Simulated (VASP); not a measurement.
# Sr8Ti8O23 (a cell with a defect) in VASP: further runs

Runs on Sr8Ti8O23 (a cell with a defect). Level: PBE. Tasks: single point.

Everything below comes from runs of VASP 6.6.1. Logs are shortened: lines on timing, memory, paths and dates and some standing lists are left out, and cuts for length are marked.

## Step 1: The cell of the first run

The cell holds a defect, 39 atoms: a = 7.873 Å, b = 7.873 Å, c = 7.873 Å, α = 90.00°, β = 90.00°, γ = 90.00°.

## Step 2: Single point, PBE

Input file INCAR:

```
ALGO = Normal
EDIFF = 1E-6
ENCUT = 520
GGA = PE
ISIF = 2
ISMEAR = 0
LASPH = T
LCHARG = F
LREAL = Auto
LWAVE = F
NBANDS = 182
NELECT = 312.0
NELM = 80
PREC = Accurate
SIGMA = 0.02
```

Input file KPOINTS:

```
Automatic mesh
0
Gamma
  2 2 2
  0.5 0.5 0.5
```

Input file POSCAR:

```
Sr8Ti8O23
1.0
    0.0000000000     -7.8728452165      0.0000000000
    7.8728452165      0.0000000000      0.0000000000
    0.0000000000      0.0000000000      7.8728452165
Sr Ti O
8 8 23
Direct
   -0.0082233295     -0.0082233295      0.0000000000
   -0.0089917937     -0.0089917937      0.5000000498
    0.5082232522     -0.0082233295      0.0000000000
    0.5089918435     -0.0089917937      0.5000000498
   -0.0082233295      0.5082232522      0.0000000000
   -0.0089917937      0.5089918435      0.5000000498
    0.5082232522      0.5082232522      0.0000000000
    0.5089918435      0.5089918435      0.5000000498
    0.2499999614      0.2499999614      0.2673934190
    0.2499999614      0.2499999614      0.7326066805
    0.7500000111      0.2499999614      0.2459899753
    0.7500000111      0.2499999614      0.7540101243
    0.2499999614      0.7500000111      0.2459899753
    0.2499999614      0.7500000111      0.7540101243
    0.7500000111      0.7500000111      0.2501667372
    0.7500000111      0.7500000111      0.7498332353
    0.4927725483      0.2499999614      0.2318180975
    0.4927725483      0.2499999614      0.7681818750
    1.0072273469      0.2499999614      0.2318180975
    1.0072273469      0.2499999614      0.7681818750
    0.4994470095      0.7500000111      0.2515704228
    0.4994470095      0.7500000111      0.7484295497
    1.0005530127      0.7500000111      0.2515704228
    1.0005530127      0.7500000111      0.7484295497
    0.2499999614      0.2499999614      0.5000000498
    0.7500000111      0.2499999614      0.5000000498
    0.7500000111      0.2499999614      0.0000000000
    0.2499999614      0.7500000111      0.5000000498
    0.2499999614      0.7500000111      0.0000000000
    0.7500000111      0.7500000111      0.5000000498
    0.7500000111      0.7500000111      0.0000000000
    0.2499999614      0.4927725483      0.2318180975
    0.2499999614      0.4927725483      0.7681818750
    0.7500000111      0.4994470095      0.2515704228
    0.7500000111      0.4994470095      0.7484295497
    0.2499999614      0.0072273744      0.2318180975
    0.2499999614      0.0072273744      0.7681818750
    0.7500000111      0.0005530402      0.2515704228
    0.7500000111      0.0005530402      0.7484295497
```

Potentials or basis: VASP PAW PBE potentials, release 64 (Sr_sv, Ti_sv, O).

On the command line:

```bash
$ cat potpaw_PBE.64/Sr_sv/POTCAR potpaw_PBE.64/Ti_sv/POTCAR potpaw_PBE.64/O/POTCAR > POTCAR
$ mpirun -np 1 vasp_std > vasp.out
```

OUTCAR:

```text
EDIFF = 1E-6
   ENCUT = 520
   GGA = PE
   ISIF = 2
   ISMEAR = 0
   LASPH = T
   LREAL = Auto
   NELECT = 312.0
   NELM = 80
   PREC = Accurate

 ion  position               nearest neighbor table
   1  0.992  0.992  0.000-  31 2.69  19 2.73  36 2.73  20 2.73  37 2.73  23 2.75  38 2.75  24 2.75
                            39 2.75  29 2.78  27 2.78  15 3.34  16 3.34  14 3.39  12 3.39  11 3.39
   2  0.991  0.991  0.500-  30 2.68  24 2.73  39 2.73  23 2.73  38 2.73  28 2.79  26 2.79  25 2.88
                            20 2.94  37 2.94  19 2.94  36 2.94  16 3.33  15 3.33  10 3.42   9 3.42
   3  0.508  0.992  0.000-  31 2.69  36 2.73  17 2.73  37 2.73  18 2.73  21 2.75  22 2.75  38 2.75
                            39 2.75  29 2.78  27 2.78  15 3.34  16 3.34  14 3.39  12 3.39  13 3.39
   4  0.509  0.991  0.500-  30 2.68  39 2.73  22 2.73  38 2.73  21 2.73  26 2.79  28 2.79  25 2.88
                            18 2.94  37 2.94  17 2.94  36 2.94  16 3.33  15 3.33  10 3.42   9 3.42
   5  0.992  0.508  0.000-  31 2.69  19 2.73  32 2.73  20 2.73  33 2.73  34 2.75  35 2.75  23 2.75
                            24 2.75  27 2.78  29 2.78  15 3.34  16 3.34  12 3.39  14 3.39  11 3.39
   6  0.991  0.509  0.500-  30 2.68  24 2.73  35 2.73  23 2.73  34 2.73  28 2.79  26 2.79  25 2.88
                            33 2.94  20 2.94  32 2.94  19 2.94  16 3.33  15 3.33  10 3.42   9 3.42
   7  0.508  0.508  0.000-  31 2.69  17 2.73  32 2.73  18 2.73  33 2.73  21 2.75  34 2.75  22 2.75
                            35 2.75  29 2.78  27 2.78  15 3.34  16 3.34  14 3.39  12 3.39  11 3.39
   8  0.509  0.509  0.500-  30 2.68  22 2.73  35 2.73  34 2.73  21 2.73  28 2.79  26 2.79  25 2.88
                            18 2.94  33 2.94  32 2.94  17 2.94  16 3.33  15 3.33  10 3.42   9 3.42
   9  0.250  0.250  0.267-  25 1.83  17 1.93  32 1.93  36 1.93  19 1.93   2 3.42   6 3.42   4 3.42
                             8 3.42   7 3.56   3 3.56   5 3.56   1 3.56
  10  0.250  0.250  0.733-  25 1.83  18 1.93  33 1.93  37 1.93  20 1.93   2 3.42   6 3.42   4 3.42
                             8 3.42   7 3.56   3 3.56   5 3.56   1 3.56
  11  0.750  0.250  0.246-  27 1.94  38 1.96  34 1.96  26 2.00  19 2.03  17 2.03   5 3.39   1 3.39
                             7 3.39   3 3.39   4 3.43   2 3.43   8 3.43   6 3.43
  12  0.750  0.250  0.754-  27 1.94  39 1.96  35 1.96  26 2.00  20 2.03  18 2.03   5 3.39   1 3.39
                             7 3.39   3 3.39   4 3.43   2 3.43   8 3.43   6 3.43
  13  0.250  0.750  0.246-  29 1.94  23 1.96  21 1.96  28 2.00  36 2.03  32 2.03   3 3.39   1 3.39
                             7 3.39   5 3.39   6 3.43   2 3.43   8 3.43   4 3.43
  14  0.250  0.750  0.754-  29 1.94  24 1.96  22 1.96  28 2.00  37 2.03  33 2.03   3 3.39   1 3.39
                             7 3.39   5 3.39   6 3.43   2 3.43   8 3.43   4 3.43
  15  0.750  0.750  0.250-  30 1.97  31 1.97  21 1.97  34 1.97  23 1.97  38 1.97   8 3.33   6 3.33
                             4 3.33   2 3.33   1 3.34   3 3.34   5 3.34   7 3.34
  16  0.750  0.750  0.750-  30 1.97  31 1.97  22 1.97  35 1.97  24 1.97  39 1.97   8 3.33   6 3.33
                             4 3.33   2 3.33   1 3.34   3 3.34   5 3.34   7 3.34
  17  0.493  0.250  0.232-   9 1.93  11 2.03   7 2.73   3 2.73   4 2.94   8 2.94
  18  0.493  0.250  0.768-  10 1.93  12 2.03   7 2.73   3 2.73   4 2.94   8 2.94
  19  0.007  0.250  0.232-   9 1.93  11 2.03   5 2.73   1 2.73   2 2.94   6 2.94
  20  0.007  0.250  0.768-  10 1.93  12 2.03   5 2.73   1 2.73   2 2.94   6 2.94
  21  0.499  0.750  0.252-  13 1.96  15 1.97   8 2.73   4 2.73   3 2.75   7 2.75
[... 16 lines left out ...]
  38  0.750  0.001  0.252-  11 1.96  15 1.97   4 2.73   2 2.73   1 2.75   3 2.75
  39  0.750  0.001  0.748-  12 1.96  16 1.97   4 2.73   2 2.73   1 2.75   3 2.75

  LATTYP: Found a simple cubic cell.
 ALAT       =     7.8728452165

  Lattice vectors:

 A1 = (   0.0000000000,  -7.8728452165,   0.0000000000)
 A2 = (   7.8728452165,   0.0000000000,   0.0000000000)
[... 46 lines left out ...]
   PSTRESS=    0.0 pullay stress
   NELECT =     312.0000    total number of electrons
   NUPDOWN=      -1.0000    fix difference up-down
   EMIN   =  10.00;   EMAX   =-10.00  energy-range for DOS
   EFERMI =   0.00;   METHOD = LEGACY
   ISMEAR =     0;   SIGMA  =   0.02  broadening in eV -4-tet -1-fermi 0-gaus
   EFERMI_NEDOS =   21; number of points for ismear=-14 and -15
   IALGO  =     38    algorithm
   IMIX   =      4    mixing-type and parameters
     AMIX     =   0.40;   BMIX     =  1.00
     AMIX_MAG =   1.60;   BMIX_MAG =  1.00
  volume/ion in A,a.u.               =      12.51        84.44
  Fermi-wavevector in a.u.,A,eV,Ry     =   1.410354  2.665182 27.063308  1.989097
  Thomas-Fermi vector in A             =   2.532316
   LORBIT       =      0    0 simple, 1 ext, 2 COOP (PROOUT), +10 PAW based schemes
   GGA     = PE    functional components
   LHFCALC =     F    Hartree Fock is set to
   AEXX    =    0.0000 exact exchange contribution
   IVDW    =     0    specifies the selected vdW correction
   LEPSILON=     F    determine dielectric tensor
   LRPA    =     F    only Hartree local field effects (RPA)
 non-spin polarized calculation
 Gauss-broadening in eV      SIGMA  =   0.02
  energy-cutoff  :      520.00
  volume of cell :      487.97
 maximum number of plane-waves:     13154
 NGX is ok and might be reduce to    60
   NGX = 29   NGY = 29   NGZ = 29

 number of electron     311.9999947 magnetization

 Free energy of the ion-electron system (eV)
  ---------------------------------------------------
  ext. energy  EPLUGINS =         0.00000000
  ---------------------------------------------------
  free energy    TOTEN  =      -322.81415920 eV

  energy without entropy =     -322.81415920  energy(sigma->0) =     -322.81415920

 E-fermi :   3.7785     XC(G=0): -10.9654

 val. band max:        3.6638094876   @ k =   0.2500   0.2500   0.2500
 cond. band min:       6.1330224450   @ k =   0.2500   0.2500   0.2500
 fundamental gap:      2.4692129574
 Fermi energy:         3.7785272786

 k-point     1 :       0.2500    0.2500    0.2500
  band No.  band energies     occupation
      1     -52.7973      2.00000
      2     -52.7951      2.00000
      3     -52.7734      2.00000
      4     -52.7734      2.00000
      5     -52.7724      2.00000
      6     -52.7724      2.00000
[... 160 lines left out ...]
    167       7.2550      0.00000
    168       7.2952      0.00000
 [bands above 168 left out]

------------------------ aborting loop because EDIFF is reached ----------------------------------------

  FORCE on cell =-STRESS in cart. coord.  units (eV):
  Direction    XX          YY          ZZ          XY          YZ          ZX
  --------------------------------------------------------------------------------------
  -------------------------------------------------------------------------------------
  Total      -15.8408749    -15.8408749    -14.2836368     -0.0000000      0.0000000      0.0000000
  in kB      -52.0109285    -52.0109285    -46.8979913     -0.0000000      0.0000000      0.0000000
  external PRESSURE =     -50.3066161 kB  Pullay stress =       0.0000000 kB

 VOLUME and BASIS-vectors are now :
 -----------------------------------------------------------------------------
  energy-cutoff  :      520.00
  volume of cell :      487.97
      direct lattice vectors                 reciprocal lattice vectors
     0.000000000 -7.872845217  0.000000000     0.000000000 -0.127018882  0.000000000
     7.872845217  0.000000000  0.000000000     0.127018882  0.000000000  0.000000000
     0.000000000  0.000000000  7.872845217     0.000000000  0.000000000  0.127018882

 POSITION                                       TOTAL-FORCE (eV/Angst)
 -----------------------------------------------------------------------------------
      7.80810     -7.80810      0.00000         0.010275     -0.010275     -0.000000
      7.80205     -7.80205      3.93642         0.018769     -0.018769     -0.000000
      7.80810     -4.00116      0.00000         0.010275      0.010275     -0.000000
      7.80205     -4.00721      3.93642         0.018769      0.018769     -0.000000
      4.00116     -7.80810      0.00000        -0.010275     -0.010275     -0.000000
      4.00721     -7.80205      3.93642        -0.018769     -0.018769     -0.000000
[... 31 lines left out ...]
      0.00435     -5.90463      1.98057        -0.008301     -0.000000      0.009641
      0.00435     -5.90463      5.89227        -0.008301     -0.000000     -0.009641
 -----------------------------------------------------------------------------------
    total drift:                               -0.009911      0.009210     -0.003847

  FREE ENERGIE OF THE ION-ELECTRON SYSTEM (eV)
  ---------------------------------------------------
  free  energy   TOTEN  =      -322.8141591972 eV

  energy  without entropy=     -322.8141591972  energy(sigma->0) =     -322.81415920
```

Wall time 2.6 min (1 thread of Intel Xeon Platinum 8488C (Sapphire Rapids), shared host); peak memory 0.51 GiB.

What came out:

```yaml
Free_energy: -322.8142 eV
Largest_force: 0.045 eV/Å
```

Forces in eV/Å, atoms in the order of the input:
```
Sr   0.010 -0.010  0.000
Sr   0.019 -0.019  0.000
Sr   0.010  0.010  0.000
Sr   0.019  0.019  0.000
Sr  -0.010 -0.010  0.000
Sr  -0.019 -0.019  0.000
Sr  -0.010  0.010  0.000
Sr  -0.019  0.019  0.000
Ti   0.000  0.000 -0.035
Ti   0.000  0.000  0.035
Ti   0.000  0.000  0.045
Ti   0.000  0.000 -0.045
Ti   0.000  0.000  0.045
Ti   0.000  0.000 -0.045
Ti   0.000  0.000  0.019
Ti   0.000  0.000 -0.019
O    0.000 -0.030 -0.003
O    0.000 -0.030  0.003
O    0.000  0.030 -0.003
O    0.000  0.030  0.003
O    0.000 -0.008  0.010
O    0.000 -0.008 -0.010
O    0.000  0.008  0.010
O    0.000  0.008 -0.010
O    0.000  0.000  0.000
O    0.000  0.000  0.000
O    0.000  0.000  0.000
O    0.000  0.000  0.000
O    0.000  0.000  0.000
O    0.000  0.000  0.000
O    0.000  0.000  0.000
O    0.030  0.000 -0.003
O    0.030  0.000  0.003
O    0.008  0.000  0.010
O    0.008  0.000 -0.010
O   -0.030  0.000 -0.003
O   -0.030  0.000  0.003
O   -0.008  0.000  0.010
O   -0.008  0.000 -0.010
```

Caveat: the cell carries a net charge on a neutralising background, which shifts energy and pressure; the cell is charged against a uniform background, so pressure and absolute levels hang on convention.

(Continued in part 2 of 2.)
